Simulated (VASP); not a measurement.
# CuI (F-43m) in VASP: relaxation of the atoms with PBE

Aim: the relaxation of the atoms of CuI with PBE.

All numbers are computed with VASP 6.6.1; they aren't measurements. Logs are shortened: lines on timing, memory, paths and dates and some standing lists are left out, and cuts for length are marked.

### 1 The cell of the first run

Symmetry: F-43m, No. 216, cubic system. Conventional cell: a = 6.063 Å, b = 6.063 Å, c = 6.063 Å, α = 90.00°, β = 90.00°, γ = 90.00°. Cu (site symmetry -43m) has 4 I at 2.63 Å within 3.5 Å. Within 3.5 Å of I (site symmetry -43m) lie 4 Cu at 2.63 Å.

### 2 Relaxation of the atoms, PBE

The input, INCAR:

```
PREC = Accurate ; ENCUT = 520
EDIFF = 1E-6 ; ISMEAR = -1
SIGMA = 0.02 ; LREAL = False
LASPH = True ; NELM = 100
ALGO = Normal ; ISIF = 2
LWAVE = False ; LCHARG = False
GGA = PE ; IBRION = 2
NSW = 80 ; EDIFFG = -0.02
```

The input, KPOINTS:

```
regular mesh
0
Gamma
  8 8 8
```

The input, POSCAR:

```
CuI
1.0
    0.0000000000      3.0315000000      3.0315000000
    3.0315000000      0.0000000000      3.0315000000
    3.0315000000      3.0315000000      0.0000000000
Cu I
1 1
Direct
    0.2500000000      0.2500000000      0.2500000000
    0.0000000000      0.0000000000      0.0000000000
```

Potentials or basis: VASP PAW PBE potentials, release 64 (Cu, I).

Run with:

```sh
$ cat potpaw_PBE.64/Cu/POTCAR potpaw_PBE.64/I/POTCAR > POTCAR
$ mpirun -np 1 vasp_std > vasp.out
```

OUTCAR:

```text
PREC = Accurate
   ENCUT = 520
   EDIFF = 1E-6
   ISMEAR = -1
   LREAL = False
   LASPH = True
   NELM = 100
   ISIF = 2
   GGA = PE
   IBRION = 2
   NSW = 80
   EDIFFG = -0.02

 ion  position               nearest neighbor table
   1  0.250  0.250  0.250-   2 2.63   2 2.63   2 2.63   2 2.63
   2  0.000  0.000  0.000-   1 2.63   1 2.63   1 2.63   1 2.63

  LATTYP: Found a face centered cubic cell.
 ALAT       =     6.0630000000

  Lattice vectors:

 A1 = (   0.0000000000,   3.0315000000,   3.0315000000)
 A2 = (   3.0315000000,   0.0000000000,   3.0315000000)
 A3 = (   3.0315000000,   3.0315000000,   0.0000000000)

Analysis of symmetry for initial positions (statically):
=====================================================================
 Subroutine PRICEL returns:
 Original cell was already a primitive cell.

 Routine SETGRP: Setting up the symmetry group for a
 face centered cubic supercell.

 Subroutine GETGRP returns: Found 24 space group operations
 (whereof 24 operations were pure point group operations)
 out of a pool of 48 trial point group operations.

The static configuration has the point symmetry T_d .

Analysis of symmetry for dynamics (positions and initial velocities):
=====================================================================
 Subroutine PRICEL returns:
 Original cell was already a primitive cell.

 Routine SETGRP: Setting up the symmetry group for a
 face centered cubic supercell.

 Subroutine GETGRP returns: Found 24 space group operations
 (whereof 24 operations were pure point group operations)
 out of a pool of 48 trial point group operations.

The dynamic configuration has the point symmetry T_d .

 Subroutine INISYM returns: Found 24 space group operations
 (whereof 24 operations are pure point group operations),
 and found     1 'primitive' translations

----------------------------------------------------------------------------------------

                                     Primitive cell

  volume of cell :      55.7189

  direct lattice vectors                    reciprocal lattice vectors
     0.000000000  3.031500000  3.031500000    -0.164934851  0.164934851  0.164934851
     3.031500000  0.000000000  3.031500000     0.164934851 -0.164934851  0.164934851
     3.031500000  3.031500000  0.000000000     0.164934851  0.164934851 -0.164934851

  length of vectors
     4.287188414  4.287188414  4.287188414     0.285675541  0.285675541  0.285675541

  position of ions in fractional coordinates (direct lattice)
     0.250000000  0.250000000  0.250000000
     0.000000000  0.000000000  0.000000000

  ion indices of the primitive-cell ions
   primitive index   ion index
                 1           1
                 2           2

----------------------------------------------------------------------------------------

 KPOINTS: regular mesh

Automatic generation of k-mesh.
 Grid dimensions read from file:
 generate k-points for:    8    8    8

 Generating k-lattice:

  Cartesian coordinates                     Fractional coordinates (reciprocal lattice)
    -0.020616856  0.020616856  0.020616856     0.125000000  0.000000000  0.000000000
     0.020616856 -0.020616856  0.020616856     0.000000000  0.125000000  0.000000000
     0.020616856  0.020616856 -0.020616856     0.000000000  0.000000000  0.125000000

  Length of vectors
     0.035709443  0.035709443  0.035709443

  Shift w.r.t. Gamma in fractional coordinates (k-lattice)
     0.000000000  0.000000000  0.000000000

 Subroutine IBZKPT returns following result:
 ===========================================

 Found     29 irreducible k-points:

 Following reciprocal coordinates:
            Coordinates               Weight
  0.000000  0.000000  0.000000      1.000000
  0.125000  0.000000  0.000000      8.000000
  0.250000  0.000000  0.000000      8.000000
  0.375000  0.000000  0.000000      8.000000
  0.500000  0.000000  0.000000      4.000000
  0.125000  0.125000  0.000000      6.000000
[... 16 lines left out ...]
  0.500000  0.250000  0.125000     48.000000
 -0.375000  0.250000  0.125000     24.000000
 [... further k-points ...]
   k-points           NKPTS =     29   k-points in BZ     NKDIM =     29   number of bands    NBANDS=     13
   number of dos      NEDOS =    301   number of ions     NIONS =      2
   total plane-waves  NPLWV =  32768
   dimension x,y,z NGX =    32 NGY =   32 NGZ =   32
   dimension x,y,z NGXF=    64 NGYF=   64 NGZF=   64
   ions per type =               1   1
   NGX,Y,Z   is equivalent  to a cutoff of  12.41, 12.41, 12.41 a.u.
   NGXF,Y,Z  is equivalent  to a cutoff of  24.82, 24.82, 24.82 a.u.
 SYSTEM =  unknown system
   PREC   = accura    normal or accurate (medium, high low for compatibility)
   ISTART =      0    job   : 0-new  1-cont  2-samecut
   ICHARG =      2    charge: 1-file 2-atom 10-const
   ISPIN  =      1    spin polarized calculation?
   LNONCOLLINEAR =      F non collinear calculations
   LSORBIT =      F    spin-orbit coupling
   LASPH  =      T    aspherical Exc in radial PAW
   ENCUT  =  520.0 eV  38.22 Ry    6.18 a.u.   7.97  7.97  7.97*2*pi/ulx,y,z
   NELM   =    100;   NELMIN=  2; NELMDL= -5     # of ELM steps
   EDIFF  = 0.1E-05   stopping-criterion for ELM
   LREAL  =      F    real-space projection
   EDIFFG = -.2E-01   stopping-criterion for IOM
   NSW    =     80    number of steps for IOM
   IBRION =      2    ionic relax: 0-MD 1-quasi-New 2-CG
   NFREE  =      1    steps in history (QN), initial steepest desc. (CG)
   ISIF   =      2    stress and relaxation
   ISYM   =      2    0-nonsym 1-usesym 2-fastsym
   POTIM  = 0.5000    time-step for ionic-motion
   TEBEG  =    0.0;   TEEND  =   0.0 temperature during run
   PSTRESS=    0.0 pullay stress
   NELECT =      18.0000    total number of electrons
   NUPDOWN=      -1.0000    fix difference up-down
   EMIN   =  10.00;   EMAX   =-10.00  energy-range for DOS
   EFERMI =   0.00;   METHOD = LEGACY
   ISMEAR =    -1;   SIGMA  =   0.02  broadening in eV -4-tet -1-fermi 0-gaus
   EFERMI_NEDOS =   21; number of points for ismear=-14 and -15
   IALGO  =     38    algorithm
   IMIX   =      4    mixing-type and parameters
     AMIX     =   0.40;   BMIX     =  1.00
     AMIX_MAG =   1.60;   BMIX_MAG =  1.00
  volume/ion in A,a.u.               =      27.86       188.00
  Fermi-wavevector in a.u.,A,eV,Ry     =   1.123306  2.122741 17.168055  1.261816
  Thomas-Fermi vector in A             =   2.259971
   LORBIT       =      0    0 simple, 1 ext, 2 COOP (PROOUT), +10 PAW based schemes
   GGA     = PE    functional components
   LHFCALC =     F    Hartree Fock is set to
   AEXX    =    0.0000 exact exchange contribution
   IVDW    =     0    specifies the selected vdW correction
   LEPSILON=     F    determine dielectric tensor
   LRPA    =     F    only Hartree local field effects (RPA)
 conjugate gradient relaxation of ions
 non-spin polarized calculation
  energy-cutoff  :      520.00
  volume of cell :       55.72
 maximum number of plane-waves:      1524
   NGX = 15   NGY = 15   NGZ = 15

 number of electron      18.0000014 magnetization

 Free energy of the ion-electron system (eV)
  ---------------------------------------------------
  ext. energy  EPLUGINS =         0.00000000
  ---------------------------------------------------
  free energy    TOTEN  =        -5.56198060 eV

  energy without entropy =       -5.56198060  energy(sigma->0) =       -5.56198060

 E-fermi :   4.8320     XC(G=0):  -8.9370

 val. band max:        4.4301807416   @ k =   0.0000   0.0000   0.0000
 cond. band min:       5.5736096416   @ k =   0.0000   0.0000   0.0000
 fundamental gap:      1.1434289000
 Fermi energy:         4.8320103301

 k-point     1 :       0.0000    0.0000    0.0000
  band No.  band energies     occupation
      1      -9.5799      2.00000
      2       0.7918      2.00000
      3       0.7918      2.00000
      4       0.7918      2.00000
      5       2.5796      2.00000
      6       2.5796      2.00000
      7       4.4302      2.00000
      8       4.4302      2.00000
      9       4.4302      2.00000
     10       5.5736      0.00000
     11       9.3021      0.00000
     12       9.3021      0.00000
     13       9.3021      0.00000

 k-point     2 :       0.1250    0.0000    0.0000
  band No.  band energies     occupation
      1      -9.5076      2.00000
      2       0.4961      2.00000
      3       0.7974      2.00000
      4       0.7974      2.00000
      5       2.5735      2.00000
      6       2.5735      2.00000
      7       3.8112      2.00000
      8       4.3147      2.00000
      9       4.3147      2.00000
     10       6.2650      0.00000
     11       9.2127      0.00000
     12       9.5188      0.00000
     13       9.5188      0.00000

 k-point     3 :       0.2500    0.0000    0.0000
  band No.  band energies     occupation
      1      -9.3222      2.00000
      2      -0.2041      2.00000
      3       0.8080      2.00000
      4       0.8080      2.00000
      5       2.5706      2.00000
      6       2.5706      2.00000
      7       3.1569      2.00000
      8       4.0601      2.00000
      9       4.0601      2.00000
     10       6.7048      0.00000
     11       9.8535      0.00000
     12       9.8535      0.00000
     13       9.9050      0.00000
[... 305 lines left out ...]
 k-point    23 :       0.5000    0.2500    0.1250
  band No.  band energies     occupation
      1      -9.0097      2.00000
      2      -0.7458      2.00000
      3       0.3508      2.00000
      4       0.7782      2.00000
      5       2.5334      2.00000
      6       2.5949      2.00000
      7       2.7871      2.00000
      8       3.1469      2.00000
      9       3.5586      2.00000
     10       7.9400      0.00000
     11       9.1334      0.00000
     12      10.0100      0.00000
     13      11.4401      0.00000

 k-point    24 :      -0.3750    0.2500    0.1250
  band No.  band energies     occupation
      1      -8.9357      2.00000
      2      -0.8908      2.00000
      3       0.2534      2.00000
      4       0.7651      2.00000
      5       2.5158      2.00000
      6       2.5909      2.00000
      7       2.7056      2.00000
      8       3.1299      2.00000
      9       3.4289      2.00000
     10       7.9224      0.00000
     11       9.1042      0.00000
     12      10.6382      0.00000
     13      11.8296      0.00000

 [... further k-points ...]
[... 5 lines left out ...]
  --------------------------------------------------------------------------------------
  -------------------------------------------------------------------------------------
  Total        0.1105022      0.1105022      0.1105022      0.0000000      0.0000000     -0.0000000
  in kB        3.1774508      3.1774508      3.1774508      0.0000000      0.0000000     -0.0000000
  external PRESSURE =       3.1774508 kB  Pullay stress =       0.0000000 kB

 VOLUME and BASIS-vectors are now :
 -----------------------------------------------------------------------------
  energy-cutoff  :      520.00
  volume of cell :       55.72
      direct lattice vectors                 reciprocal lattice vectors
     0.000000000  3.031500000  3.031500000    -0.164934851  0.164934851  0.164934851
     3.031500000  0.000000000  3.031500000     0.164934851 -0.164934851  0.164934851
     3.031500000  3.031500000  0.000000000     0.164934851  0.164934851 -0.164934851

 POSITION                                       TOTAL-FORCE (eV/Angst)
 -----------------------------------------------------------------------------------
      1.51575      1.51575      1.51575        -0.000000     -0.000000     -0.000000
      0.00000      0.00000      0.00000         0.000000      0.000000      0.000000
 -----------------------------------------------------------------------------------
    total drift:                                0.000001      0.000001      0.000001

  FREE ENERGIE OF THE ION-ELECTRON SYSTEM (eV)
  ---------------------------------------------------
  free  energy   TOTEN  =        -5.5619806014 eV

  energy  without entropy=       -5.5619806014  energy(sigma->0) =       -5.56198060

 reached required accuracy - stopping structural energy minimisation
```

Wall time 18 s (1 thread of Intel Xeon Platinum 8259CL at 2.50GHz (Skylake/Cascade Lake), shared host); peak memory 0.18 GiB.

Results:

* Free energy: -5.5620 eV
* Pressure after relaxing: 0.3 GPa
* Band gap on the k mesh: 1.14 eV

Final structure:
```
Cu I
1.0
     0.00000    3.03150    3.03150
     3.03150    0.00000    3.03150
     3.03150    3.03150    0.00000
Cu I
1 1
Direct
  0.25000 0.25000 0.25000
  0.00000 0.00000 0.00000
```

Levels at points of the mesh, in eV from the valence-band top:
```
           k point  band 5  band 6  band 7  band 8  band 9  band 10  band 11  band 12  band 13
(0.00, 0.00, 0.00)   -1.85   -1.85    0.00    0.00    0.00     1.14     4.87     4.87     4.87
(0.50, 0.00, 0.00)   -1.82   -1.82   -1.78   -0.71   -0.71     2.16     5.41     5.41     7.40
(0.50, 0.50, 0.00)   -1.88   -1.79   -1.76   -1.50   -1.50     2.72     2.91     9.19     9.76
```

Caveat: the relaxation stopped at its first step, so nothing moved; spin-orbit coupling is left out, which moves the levels of the heavy elements. PBE gaps usually lie below the measured ones, often by a third to a half.
